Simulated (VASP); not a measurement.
# PbSe (Fmmm) in VASP: a series of runs

PbSe is run at these levels: PBE; tasks: single point.

Everything below comes from runs of VASP 6.6.1. Logs are shortened: lines on timing, memory, paths and dates and some standing lists are left out, and cuts for length are marked.

### 1 The cell of the first run

Symmetry: Fmmm, No. 69, orthorhombic system. The conventional cell has a = 6.063 Å, b = 6.124 Å, c = 6.186 Å, α = 90.00°, β = 90.00°, γ = 90.00°. Within 4.0 Å of Pb (site symmetry mmm) lie 6 Se at 3.03 to 3.09 Å. Se (site symmetry mmm) has 6 Pb at 3.03 to 3.09 Å within 4.0 Å.

### 2 Single point, PBE (strain +0.0100 x Voigt [1, -1, 0, 0, 0, 0])

The input, INCAR:

```
  ALGO = Normal
  EDIFF = 1E-7
  ENCUT = 520
  GGA = PE
  ISIF = 2
  ISMEAR = 0
  LASPH = T
  LCHARG = F
  LREAL = F
  LWAVE = F
  NBANDS = 17
  NELM = 100
  PREC = Accurate
  SIGMA = 0.03
```

The input, KPOINTS:

```
k-points
0
Gamma
  10 10 10
```

The input, POSCAR:

```
PbSe
1.0
    0.0000000000      3.0315285000      3.0621500000
    3.0927715000      0.0000000000      3.0621500000
    3.0927715000      3.0315285000      0.0000000000
Pb Se
1 1
Direct
    0.0000000000      0.0000000000      0.0000000000
    0.5000000000      0.5000000000      0.5000000000
```

Potentials or basis: VASP PAW PBE potentials, release 64 (Pb_d, Se).

On the command line:

```sh
> cat potpaw_PBE.64/Pb_d/POTCAR potpaw_PBE.64/Se/POTCAR > POTCAR
> mpirun -np 1 vasp_std > vasp.out
```

OUTCAR:

```text
EDIFF = 1E-7
   ENCUT = 520
   GGA = PE
   ISIF = 2
   ISMEAR = 0
   LASPH = T
   LREAL = F
   NELM = 100
   PREC = Accurate

 ion  position               nearest neighbor table
   1  0.000  0.000  0.000-   2 3.03   2 3.03   2 3.06   2 3.06   2 3.09   2 3.09
   2  0.500  0.500  0.500-   1 3.03   1 3.03   1 3.06   1 3.06   1 3.09   1 3.09

  LATTYP: Found a face centered orthorhombic cell.
 ALAT       =     6.0630570000
 B/A-ratio  =     1.0101010101
 C/A-ratio  =     1.0202020202

  Lattice vectors:

 A1 = (  -3.0927715000,   0.0000000000,  -3.0621500000)
 A2 = (  -3.0927715000,   3.0315285000,   0.0000000000)
 A3 = (   0.0000000000,   3.0315285000,  -3.0621500000)

Analysis of symmetry for initial positions (statically):
=====================================================================
 Subroutine PRICEL returns:
 Original cell was already a primitive cell.

 Routine SETGRP: Setting up the symmetry group for a
 face centered orthorhombic supercell.

 Subroutine GETGRP returns: Found  8 space group operations
 (whereof  8 operations were pure point group operations)
 out of a pool of  8 trial point group operations.

The static configuration has the point symmetry D_2h.

Analysis of symmetry for dynamics (positions and initial velocities):
=====================================================================
 Subroutine PRICEL returns:
 Original cell was already a primitive cell.

 Routine SETGRP: Setting up the symmetry group for a
 face centered orthorhombic supercell.

 Subroutine GETGRP returns: Found  8 space group operations
 (whereof  8 operations were pure point group operations)
 out of a pool of  8 trial point group operations.

The dynamic configuration has the point symmetry D_2h.

 Subroutine INISYM returns: Found  8 space group operations
 (whereof  8 operations are pure point group operations),
 and found     1 'primitive' translations

----------------------------------------------------------------------------------------

                                     Primitive cell

  volume of cell :      57.4204

  direct lattice vectors                    reciprocal lattice vectors
     0.000000000  3.031528500  3.062150000    -0.161667294  0.164933300  0.163283967
     3.092771500  0.000000000  3.062150000     0.161667294 -0.164933300  0.163283967
     3.092771500  3.031528500  0.000000000     0.161667294  0.164933300 -0.163283967

  length of vectors
[... 76 lines left out ...]
   ISPIN  =      1    spin polarized calculation?
   LNONCOLLINEAR =      F non collinear calculations
   LSORBIT =      F    spin-orbit coupling
   LASPH  =      T    aspherical Exc in radial PAW
   ENCUT  =  520.0 eV  38.22 Ry    6.18 a.u.   8.01  8.09  8.05*2*pi/ulx,y,z
   NELM   =    100;   NELMIN=  2; NELMDL= -5     # of ELM steps
   EDIFF  = 0.1E-06   stopping-criterion for ELM
   LREAL  =      F    real-space projection
   EDIFFG = 0.1E-05   stopping-criterion for IOM
   NSW    =      0    number of steps for IOM
   IBRION =     -1    ionic relax: 0-MD 1-quasi-New 2-CG
   NFREE  =      0    steps in history (QN), initial steepest desc. (CG)
   ISIF   =      2    stress and relaxation
   ISYM   =      2    0-nonsym 1-usesym 2-fastsym
   POTIM  = 0.5000    time-step for ionic-motion
   TEBEG  =    0.0;   TEEND  =   0.0 temperature during run
   PSTRESS=    0.0 pullay stress
   NELECT =      20.0000    total number of electrons
   NUPDOWN=      -1.0000    fix difference up-down
   EMIN   =  10.00;   EMAX   =-10.00  energy-range for DOS
   EFERMI =   0.00;   METHOD = LEGACY
   ISMEAR =     0;   SIGMA  =   0.03  broadening in eV -4-tet -1-fermi 0-gaus
   EFERMI_NEDOS =   21; number of points for ismear=-14 and -15
   IALGO  =     38    algorithm
   IMIX   =      4    mixing-type and parameters
     AMIX     =   0.40;   BMIX     =  1.00
     AMIX_MAG =   1.60;   BMIX_MAG =  1.00
  volume/ion in A,a.u.               =      28.71       193.75
  Fermi-wavevector in a.u.,A,eV,Ry     =   1.151851  2.176682 18.051665  1.326760
  Thomas-Fermi vector in A             =   2.288506
   LORBIT       =      0    0 simple, 1 ext, 2 COOP (PROOUT), +10 PAW based schemes
   GGA     = PE    functional components
   LHFCALC =     F    Hartree Fock is set to
   AEXX    =    0.0000 exact exchange contribution
   IVDW    =     0    specifies the selected vdW correction
   LEPSILON=     F    determine dielectric tensor
   LRPA    =     F    only Hartree local field effects (RPA)
 non-spin polarized calculation
 Gauss-broadening in eV      SIGMA  =   0.03
  energy-cutoff  :      520.00
  volume of cell :       57.42
 maximum number of plane-waves:      1568
   NGX = 17   NGY = 17   NGZ = 17

 number of electron      19.9999998 magnetization

 Free energy of the ion-electron system (eV)
  ---------------------------------------------------
  ext. energy  EPLUGINS =         0.00000000
  ---------------------------------------------------
  free energy    TOTEN  =        -8.17415103 eV

  energy without entropy =       -8.17415103  energy(sigma->0) =       -8.17415103

 E-fermi :   5.1930     XC(G=0):  -9.5231

 val. band max:        5.0591837709   @ k =   0.5000  -0.0000   0.0000
 cond. band min:       5.3462287918   @ k =   0.5000  -0.0000   0.0000
 fundamental gap:      0.2870450209
 Fermi energy:         5.1930162493

 k-point     1 :       0.0000    0.0000    0.0000
  band No.  band energies     occupation
      1     -11.7852      2.00000
      2     -11.7837      2.00000
      3     -11.7823      2.00000
      4     -11.7795      2.00000
      5     -11.7736      2.00000
      6      -8.5307      2.00000
[... 457 lines left out ...]
      4     -11.7534      2.00000
      5     -11.7422      2.00000
      6      -7.4492      2.00000
[... 9 lines left out ...]
     16      15.8796      0.00000
     17      16.5682      0.00000

 [... further k-points ...]
[... 5 lines left out ...]
  --------------------------------------------------------------------------------------
  -------------------------------------------------------------------------------------
  Total        0.4058707      1.3250252      0.8378907      0.0000000     -0.0000000      0.0000000
  in kB       11.3248479     36.9716457     23.3793277      0.0000000     -0.0000000      0.0000000
  external PRESSURE =      23.8919404 kB  Pullay stress =       0.0000000 kB

 VOLUME and BASIS-vectors are now :
 -----------------------------------------------------------------------------
  energy-cutoff  :      520.00
  volume of cell :       57.42
      direct lattice vectors                 reciprocal lattice vectors
     0.000000000  3.031528500  3.062150000    -0.161667294  0.164933300  0.163283967
     3.092771500  0.000000000  3.062150000     0.161667294 -0.164933300  0.163283967
     3.092771500  3.031528500  0.000000000     0.161667294  0.164933300 -0.163283967

 POSITION                                       TOTAL-FORCE (eV/Angst)
 -----------------------------------------------------------------------------------
      0.00000      0.00000      0.00000         0.000000      0.000000      0.000000
      3.09277      3.03153      3.06215        -0.000000      0.000000     -0.000000
 -----------------------------------------------------------------------------------
    total drift:                                0.000000     -0.000000     -0.000000

  FREE ENERGIE OF THE ION-ELECTRON SYSTEM (eV)
  ---------------------------------------------------
  free  energy   TOTEN  =        -8.1741510341 eV

  energy  without entropy=       -8.1741510341  energy(sigma->0) =       -8.17415103
```

OSZICAR:

```text
N       E                     dE             d eps       ncg     rms          rms(c)
DAV:   1     0.158720906442E+03    0.15872E+03   -0.95509E+03  5831   0.120E+03
DAV:   2     0.316317558094E+01   -0.15556E+03   -0.15033E+03  6232   0.308E+02
DAV:   3    -0.819394159596E+01   -0.11357E+02   -0.11243E+02  7489   0.892E+01
DAV:   4    -0.845550455344E+01   -0.26156E+00   -0.26138E+00  7354   0.152E+01
DAV:   5    -0.846435796461E+01   -0.88534E-02   -0.88529E-02  8319   0.270E+00    0.277E+00
DAV:   6    -0.817589253741E+01    0.28847E+00   -0.70528E-01  9123   0.577E+00    0.156E+00
DAV:   7    -0.817107583597E+01    0.48167E-02   -0.12269E-01  6975   0.168E+00    0.855E-01
DAV:   8    -0.817452936218E+01   -0.34535E-02   -0.13265E-02  7109   0.126E+00    0.161E-01
DAV:   9    -0.817408034614E+01    0.44902E-03   -0.27975E-03  9107   0.521E-01    0.513E-02
DAV:  10    -0.817414386646E+01   -0.63520E-04   -0.22518E-04  7025   0.862E-02    0.191E-02
DAV:  11    -0.817415103776E+01   -0.71713E-05   -0.63765E-05  7868   0.793E-02    0.895E-03
DAV:  12    -0.817415101799E+01    0.19773E-07   -0.35439E-06  7440   0.127E-02    0.263E-03
DAV:  13    -0.817415103413E+01   -0.16144E-07   -0.17497E-07  6921   0.388E-03
   1 F= -.81741510E+01 E0= -.81741510E+01  d E =-.154347E-12
```

stdout:

```text
POSCAR found type information on POSCAR PbSe
 POSCAR found :  2 types and       2 ions
 scaLAPACK will be used
 LDA part: xc-table for (Slater+PW92), standard interpolation
 POSCAR, INCAR and KPOINTS ok, starting setup
 FFT: planning ... GRIDC
 FFT: planning ... GRID_SOFT
 FFT: planning ... GRID
 WAVECAR not read
 entering main loop
```

It took 54 s on 1 thread of Intel Xeon 6975P-C (Granite Rapids), shared host; peak memory 0.3 GiB.

What came out:

| Item | Value |
| --- | --- |
| Free energy | -8.1742 eV |
| Pressure | 2.4 GPa |
| Band gap on the k mesh | 0.29 eV, direct |

Stress tensor (GPa, compression positive):
```
1.13 0.00 0.00
0.00 3.70 0.00
0.00 0.00 2.34
```

Levels at points of the mesh, in eV from the valence-band top:
| k point | band 7 | band 8 | band 9 | band 10 | band 11 | band 12 | band 13 | band 14 |
| --- | --- | --- | --- | --- | --- | --- | --- | --- |
| (0.00, 0.00, 0.00) | -6.31 | -1.97 | -1.88 | -1.79 | 4.48 | 4.70 | 4.94 | 6.45 |
| (0.50, 0.00, 0.00) | -8.81 | -1.49 | -1.45 | 0.00 | 0.29 | 1.65 | 1.74 | 8.54 |
| (0.50, 0.50, 0.00) | -7.39 | -4.98 | -3.34 | -3.13 | 3.70 | 5.37 | 5.84 | 6.04 |
| (0.50, 0.00, 0.50) | -7.43 | -5.00 | -3.31 | -3.20 | 3.65 | 5.43 | 5.66 | 6.16 |
| (0.00, 0.50, 0.50) | -7.34 | -4.96 | -3.27 | -3.16 | 3.73 | 5.53 | 5.77 | 5.91 |

Caveat: the cell differs from its parent crystal (strain +0.0100 x Voigt [1, -1, 0, 0, 0, 0]); spin-orbit coupling is left out, which moves the levels of the heavy elements.

### 3 Single point, PBE (strain +0.0150 x Voigt [1, -1, 0, 0, 0, 0])

The input, INCAR:

```
PREC = Accurate ; ENCUT = 520
EDIFF = 1E-6 ; ISMEAR = 0
SIGMA = 0.03 ; LREAL = False
LASPH = True ; NELM = 100
ALGO = Normal ; ISIF = 2
LWAVE = False ; LCHARG = True
GGA = PE ; LELF = True
LVHAR = True ; NBANDS = 17
```

The input, KPOINTS:

```
regular mesh
0
Gamma
  10 10 10
```

The input, POSCAR:

```
PbSe
1.0
    0.0000000000      3.0162177500      3.0621500000
    3.1080822500      0.0000000000      3.0621500000
    3.1080822500      3.0162177500      0.0000000000
Pb Se
1 1
Direct
    0.0000000000      0.0000000000      0.0000000000
    0.5000000000      0.5000000000      0.5000000000
```

Potentials or basis: VASP PAW PBE potentials, release 64 (Pb_d, Se).

On the command line:

```sh
> cat potpaw_PBE.64/Pb_d/POTCAR potpaw_PBE.64/Se/POTCAR > POTCAR
> mpirun -np 1 vasp_std > vasp.out
```

Wall time 43 s (1 thread of Intel Xeon 6975P-C (Granite Rapids), shared host); peak memory 0.3 GiB.

The run converged. Its results:

```yaml
Free_energy: -8.1683 eV
Pressure: 2.4 GPa
Band_gap_on_the_k_mesh: 0.28 eV, direct
```

Stress tensor (GPa, compression positive):
```
0.58 0.00 0.00
0.00 4.43 0.00
0.00 0.00 2.33
```

Levels at points of the mesh, in eV from the valence-band top:
| k point | band 8 | band 9 | band 10 | band 11 | band 12 | band 13 |
| --- | --- | --- | --- | --- | --- | --- |
| (0.00, 0.00, 0.00) | -2.02 | -1.89 | -1.76 | 4.36 | 4.69 | 5.05 |
| (0.50, 0.00, 0.00) | -1.51 | -1.45 | 0.00 | 0.28 | 1.62 | 1.76 |
| (0.50, 0.50, 0.00) | -4.99 | -3.40 | -3.08 | 3.69 | 5.25 | 5.95 |
| (0.50, 0.00, 0.50) | -5.02 | -3.35 | -3.20 | 3.63 | 5.35 | 5.69 |
| (0.00, 0.50, 0.50) | -4.96 | -3.29 | -3.13 | 3.74 | 5.49 | 5.84 |

Caveat: the cell differs from its parent crystal (strain +0.0150 x Voigt [1, -1, 0, 0, 0, 0]); spin-orbit coupling is left out, which moves the levels of the heavy elements. A k mesh can miss the band edges.
